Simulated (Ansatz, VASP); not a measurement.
## ZrSi7: VASP beside Ansatz

```
Zr Si
1.0
     5.30692    0.00000    0.00000
    -2.65346    4.59593    0.00000
     0.00000    0.00000    5.20789
Zr Si
1 7
Direct
  0.00000 0.00000 0.00000
  0.49650 0.99299 0.00000
  0.49650 0.50350 0.00000
  0.00701 0.50350 0.00000
  0.32505 0.16252 0.50000
  0.83748 0.16252 0.50000
  0.83748 0.67495 0.50000
  0.33333 0.66667 0.50000
```

Change from the starting cell: species swapped into the Mg7Sn type (P-6m2, No. 187).

Alike in both runs: task relaxation of cell and atoms; functional PBE; k mesh 6 × 6 × 6; occupations gaussian, width 0.1 eV; no spin polarisation.

|  | VASP | Ansatz |
| --- | --- | --- |
| version | VASP 6.6.1 | Ansatz 0.2.0 |
| potentials or method | VASP PAW PBE potentials, release 64 (Zr_sv, Si), cutoff 600 eV | scalar-relativistic, plane waves, PAW |
| valence electrons in the cell | 40 | 40 |

```csv
,VASP,Ansatz,Ansatz less VASP
"gap on the k mesh at the Fermi level, each at its own relaxed structure (eV)",none,none,-
relaxed volume (Å³/atom),15.66,15.66,0.000
relaxed cell length with the largest relative difference (Å),4.955,4.959,+0.0044
```

A gap of «none» marks a metal or a gap that the smearing closes.
